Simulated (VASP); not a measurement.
Here is a VASP 6.6.1 calculation.

INCAR

```
SYSTEM = MgSi3N
  ALGO = Normal
  EDIFF = 1E-6
  ENCUT = 520
  GGA = PE
  ISIF = 2
  ISMEAR = 0
  LASPH = .True.
  LCHARG = .False.
  LREAL = .False.
  LWAVE = .False.
  NBANDS = 18
  NELM = 100
  PREC = Accurate
  SIGMA = 0.1
```

File KPOINTS:

```
k-points
0
Gamma
  10 10 10
  0 0 0
```

The input POSCAR:

```
MgSi3N
1.0
    4.1979494913      0.0000000000      0.0000000000
    0.0000000000      4.1979494913      0.0000000000
    0.0000000000      0.0000000000      4.0695148916
Mg Si N
1 3 1
Direct
    0.0000000000      0.0000000000      0.9889862556
    0.0000000000      0.5000000000      0.4788369069
    0.5000000000      0.0000000000      0.4788369069
    0.5000000000      0.5000000000      0.1298561781
    0.5000000000      0.5000000000      0.6960837725
```

Potentials or basis: VASP PAW PBE potentials, release 64 (Mg, Si, N).

Command:

```bash
$ cat potpaw_PBE.64/Mg/POTCAR potpaw_PBE.64/Si/POTCAR potpaw_PBE.64/N/POTCAR > POTCAR
$ mpirun -np 1 vasp_std > vasp.out
```

Q: What does it give for the pressure?

A: -0.1 GPa.

Q: Predict the largest force.

A: 0.005 eV/Å.

Forces in eV/Å, atoms in the order of the input:
```
Mg   0.000  0.000  0.005
Si   0.000  0.000 -0.001
Si   0.000  0.000 -0.001
Si   0.000  0.000  0.000
N    0.000  0.000 -0.002
```
